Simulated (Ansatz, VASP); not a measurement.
# Two plane-wave programs on ScAl2

```
Sc Al
1.0
     0.00000    3.77765    3.77765
     3.77765    0.00000    3.77765
     3.77765    3.77765    0.00000
Sc Al
2 4
Direct
  0.50000 0.50000 0.50000
  0.75000 0.75000 0.75000
  0.12500 0.12500 0.12500
  0.62500 0.12500 0.12500
  0.12500 0.62500 0.12500
  0.12500 0.12500 0.62500
```

Alike in both runs: task single point; functional r2SCAN; k mesh 8 × 8 × 8; occupations fermi-dirac, width 0.3 eV; no spin polarisation.

|  | VASP | Ansatz |
| --- | --- | --- |
| version | VASP 6.6.1 | Ansatz 0.2.0 |
| potentials or method | VASP PAW PBE potentials, release 64 (Sc_sv, Al), cutoff 520 eV | scalar-relativistic, plane waves, PAW |
| valence electrons in the cell | 34 | 34 |

```csv
,VASP,Ansatz,Ansatz less VASP
gap on the k mesh at the Fermi level (eV),none,none,-
pressure (GPa),0.4,0.4,0.00
```

VASP's potentials were made for PBE, not for r2SCAN. A gap of «none» marks a metal or a gap that the smearing closes.
